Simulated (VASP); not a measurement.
# Pd (Fm-3m) in VASP: a series of runs, part 2 of 3

VASP 6.6.1. Earlier steps stand in the parts before.

### Step 4. Relaxation of cell and atoms, PBEsol, target pressure 10 GPa, at which the enthalpy is minimised

INCAR

```
SYSTEM = Pd
PREC = Accurate ; ENCUT = 600
EDIFF = 1E-6 ; ISMEAR = -1
SIGMA = 0.05 ; LREAL = .FALSE.
LASPH = .TRUE. ; NELM = 60
ALGO = Fast ; ISIF = 3
LWAVE = .FALSE. ; LCHARG = .FALSE.
GGA = PS ; IBRION = 2
NSW = 60 ; EDIFFG = -0.01
PSTRESS = 100.0
```

KPOINTS

```
Automatic mesh
0
G
  12 12 12
  0 0 0
```

POSCAR

```
Pd
1.0
    0.0000000000      1.9465000000      1.9465000000
    1.9465000000      0.0000000000      1.9465000000
    1.9465000000      1.9465000000      0.0000000000
Pd
1
Direct
    0.0000000000      0.0000000000      0.0000000000
```

Potentials or basis: VASP PAW PBE potentials, release 64 (Pd).

On the command line:

```console
$ cat potpaw_PBE.64/Pd/POTCAR > POTCAR
$ mpirun -np 1 vasp_std > vasp.out
```

OUTCAR:

```text
SYSTEM = Pd
   PREC = Accurate
   ENCUT = 600
   EDIFF = 1E-6
   ISMEAR = -1
   LREAL = .FALSE.
   LASPH = .TRUE.
   NELM = 60
   ISIF = 3
   GGA = PS
   IBRION = 2
   NSW = 60
   EDIFFG = -0.01
   PSTRESS = 100.0

 ion  position               nearest neighbor table
   1  0.000  0.000  0.000-

  LATTYP: Found a face centered cubic cell.
 ALAT       =     3.8930000000

  Lattice vectors:

 A1 = (   0.0000000000,   1.9465000000,   1.9465000000)
 A2 = (   1.9465000000,   0.0000000000,   1.9465000000)
 A3 = (   1.9465000000,   1.9465000000,   0.0000000000)

Analysis of symmetry for initial positions (statically):
[... 33 lines left out ...]
                                     Primitive cell

  volume of cell :      14.7500

  direct lattice vectors                    reciprocal lattice vectors
     0.000000000  1.946500000  1.946500000    -0.256871307  0.256871307  0.256871307
     1.946500000  0.000000000  1.946500000     0.256871307 -0.256871307  0.256871307
     1.946500000  1.946500000  0.000000000     0.256871307  0.256871307 -0.256871307

  length of vectors
     2.752766699  2.752766699  2.752766699     0.444914156  0.444914156  0.444914156

  position of ions in fractional coordinates (direct lattice)
     0.000000000  0.000000000  0.000000000

  ion indices of the primitive-cell ions
   primitive index   ion index
                 1           1

[... 108 lines left out ...]
 NGX is ok and might be reduce to    24
   NGX = 11   NGY = 11   NGZ = 11

--------------------------------------- Ionic step        1  -------------------------------------------

 number of electron      10.0000000 magnetization

 number of electron       9.9999999 magnetization

 Free energy of the ion-electron system (eV)
  ---------------------------------------------------
  ext. energy  EPLUGINS =         0.00000000
  ---------------------------------------------------
  free energy    TOTEN  =        -5.97336444 eV

  energy without entropy =       -5.95374849  energy(sigma->0) =       -5.96355646

 E-fermi :   9.5880     XC(G=0): -13.3825

 val. band max:        9.5861197302   @ k =   0.5000   0.0000   0.0000
 cond. band min:       9.5881496758   @ k =   0.5000   0.4167   0.0833
 fundamental gap:      0.0020299456
 Fermi energy:         9.5880454346

 k-point     1 :       0.0000    0.0000    0.0000
  band No.  band energies     occupation
      1       2.3805      2.00000
      2       6.7519      2.00000
      3       6.7519      2.00000
      4       6.7519      2.00000
      5       8.3847      2.00000
      6       8.3847      2.00000
      7      26.7476      0.00000
      8      31.5186      0.00000
      9      31.5186      0.00000
[... 386 lines left out ...]
--------------------------------------- Ionic step        4  -------------------------------------------

 number of electron      10.0000001 magnetization

 Free energy of the ion-electron system (eV)
  ---------------------------------------------------
  ext. energy  EPLUGINS =         0.00000000
  ---------------------------------------------------
  free energy    TOTEN  =        -5.95807144 eV

  energy without entropy =       -5.94011925  energy(sigma->0) =       -5.94909535

 E-fermi :  10.6299     XC(G=0): -13.7547

 val. band max:       10.6272958053   @ k =   0.4167   0.2500   0.0000
 cond. band min:      10.6320461550   @ k =   0.5000   0.0000   0.0000
 fundamental gap:      0.0047503497
 Fermi energy:        10.6299317516

 k-point     1 :       0.0000    0.0000    0.0000
  band No.  band energies     occupation
      1       2.9459      2.00000
      2       7.5069      2.00000
      3       7.5069      2.00000
      4       7.5069      2.00000
      5       9.3052      2.00000
      6       9.3052      2.00000
      7      27.7952      0.00000
      8      32.9101      0.00000
      9      32.9101      0.00000
[... 308 lines left out ...]
  energy  without entropy=       -5.9401192535  energy(sigma->0) =       -5.94909535

  enthalpy is  TOTEN    =        -5.0904856236 eV   P V=        0.8675858192

 reached required accuracy - stopping structural energy minimisation
```

OSZICAR:

```text
N       E                     dE             d eps       ncg     rms          rms(c)
DAV:   1     0.444130133243E+02    0.44413E+02   -0.57262E+03  1296   0.117E+03
[... 35 lines left out ...]
   3 F= -.50904179E+01 E0= -.50814156E+01  d E =-.376782E-01
       N       E                     dE             d eps       ncg     rms          rms(c)
DAV:   1    -0.595856670864E+01    0.12317E-02   -0.10256E-02  1460   0.117E+00    0.157E-01
RMM:   2    -0.595807371328E+01    0.49300E-03   -0.84534E-04  1296   0.320E-01    0.389E-02
RMM:   3    -0.595806943340E+01    0.42799E-05   -0.19894E-05  1296   0.526E-02    0.226E-02
RMM:   4    -0.595807144871E+01   -0.20153E-05   -0.52446E-06  1287   0.263E-02    0.158E-03
RMM:   5    -0.595807144285E+01    0.58642E-08   -0.36605E-07   846   0.608E-03
   4 F= -.50904856E+01 E0= -.50815095E+01  d E =-.377459E-01
```

CONTCAR:

```text
Pd
   1.00000000000000
     0.0000000000000000    1.9083777474485166    1.9083777474485166
     1.9083777474485166    0.0000000000000000    1.9083777474485166
     1.9083777474485166    1.9083777474485166    0.0000000000000000
  Pd
     1
Direct
     0.0000000000000000    0.0000000000000000    0.0000000000000000

  0.00000000E+00  0.00000000E+00  0.00000000E+00
```

Wall time 52 s (1 thread of Intel Xeon 8259CL, shared host); peak memory 0.15 GiB.

What came out:

```
Free energy                                            : -5.9581 eV
Relaxed volume                                         : 13.90 Å³/atom
Relaxed cell                                           : a = 2.699 Å, b = 2.699 Å, c = 2.699 Å, α = 60.00°, β = 60.00°, γ = 60.00°
Space group after relaxing (to 0.05 Å)                 : Fm-3m (No. 225)
Energy change on relaxing (the enthalpy is what falls) : +15.3 meV/atom
Ionic steps                                            : 4
Pressure after relaxing                                : 9.9 GPa
Band gap on the k mesh                                 : zero (band 5 reaches 10.98 eV, above the bottom of band 6 at 9.23 eV)
```

Step by step:
```
step  energy change (eV)  largest force (eV/Å)  pressure (GPa)  volume (Å³)
   1              0.0000                0.0000           -3.31        14.75
   2              0.3099                0.0000           53.71        12.29
   3              0.0136                0.0000            9.34        13.93
   4              0.0153                0.0000            9.89        13.90
```

Final structure:
```
CELL_PARAMETERS angstrom
0.00000 1.90838 1.90838
1.90838 0.00000 1.90838
1.90838 1.90838 0.00000
ATOMIC_POSITIONS crystal
Pd 0.00000 0.00000 0.00000
```

Levels at points of the mesh, in eV from the Fermi level:
| k point | band 1 | band 2 | band 3 | band 4 | band 5 | band 6 | band 7 | band 8 | band 9 |
| --- | --- | --- | --- | --- | --- | --- | --- | --- | --- |
| (0.00, 0.00, 0.00) | -7.68 | -3.12 | -3.12 | -3.12 | -1.32 | -1.32 | 17.17 | 22.28 | 22.28 |
| (0.50, 0.00, 0.00) | -5.81 | -3.17 | -3.17 | 0.00 | 0.00 | 0.82 | 7.78 | 16.54 | 21.61 |
| (0.50, 0.50, 0.00) | -5.93 | -5.62 | -0.02 | 0.35 | 0.35 | 3.28 | 11.37 | 13.46 | 13.46 |

Caveat: the cell is relaxed towards a set pressure, so the enthalpy falls and the energy may rise; the PAW data sets were made with another functional, which shifts forces and pressure a little.

### Step 5. Relaxation of cell and atoms, PBEsol, target pressure 20 GPa, at which the enthalpy is minimised

INCAR

```
SYSTEM = Pd
PREC = Accurate ; ENCUT = 600
EDIFF = 1E-6 ; ISMEAR = -1
SIGMA = 0.05 ; LREAL = .False.
LASPH = .True. ; NELM = 80
ALGO = Fast ; ISIF = 3
LWAVE = .False. ; LCHARG = .False.
GGA = PS ; IBRION = 2
NSW = 60 ; EDIFFG = -0.01
PSTRESS = 200.0
```

KPOINTS

```
Automatic mesh
0
Gamma
  12 12 12
  0 0 0
```

POSCAR is that of step 4.

On the command line:

```console
$ cat potpaw_PBE.64/Pd/POTCAR > POTCAR
$ mpirun -np 1 vasp_std > vasp.out
```

Wall time 62 s (1 thread of Intel Xeon 8259CL, shared host); peak memory 0.16 GiB.

The run converged. Its results:

| Property | Result |
| --- | --- |
| Free energy | -5.9132 eV |
| Relaxed volume | 13.41 Å³/atom |
| Relaxed cell | a = 2.667 Å, b = 2.667 Å, c = 2.667 Å, α = 60.00°, β = 60.00°, γ = 60.00° |
| Space group after relaxing (to 0.05 Å) | Fm-3m (No. 225) |
| Energy change on relaxing (the enthalpy is what falls) | +60.2 meV/atom |
| Ionic steps | 5 |
| Pressure after relaxing | 20.0 GPa |
| Band gap on the k mesh | zero (band 5 reaches 11.67 eV, above the bottom of band 6 at 9.80 eV) |

The path:
```tsv
step	energy change (eV)	largest force (eV/Å)	pressure (GPa)	volume (Å³)
1	0.0000	0.0000	-3.31	14.75
2	1.2903	0.0000	147.20	10.63
3	0.0476	0.0000	17.56	13.52
4	0.0562	0.0000	19.24	13.45
5	0.0602	0.0000	20.01	13.41
```

Final structure:
```
Pd
1.0
     0.00000    1.88583    1.88583
     1.88583    0.00000    1.88583
     1.88583    1.88583    0.00000
Pd
1
Direct
  0.00000 0.00000 0.00000
```

Levels at points of the mesh, in eV from the Fermi level:
| k point | band 2 | band 3 | band 4 | band 5 | band 6 | band 7 | band 8 | band 9 |
| --- | --- | --- | --- | --- | --- | --- | --- | --- |
| (0.00, 0.00, 0.00) | -3.31 | -3.31 | -3.31 | -1.40 | -1.40 | 17.15 | 22.47 | 22.47 |
| (0.50, 0.00, 0.00) | -3.37 | -3.37 | 0.00 | 0.00 | 0.73 | 8.09 | 16.53 | 21.95 |
| (0.50, 0.50, 0.00) | -5.95 | -0.02 | 0.37 | 0.37 | 3.27 | 11.77 | 13.66 | 13.66 |

Caveat: the cell is relaxed towards a set pressure, so the enthalpy falls and the energy may rise; the PAW data sets were made with another functional, which shifts forces and pressure a little.

(Part 2 of 3 ends here.)
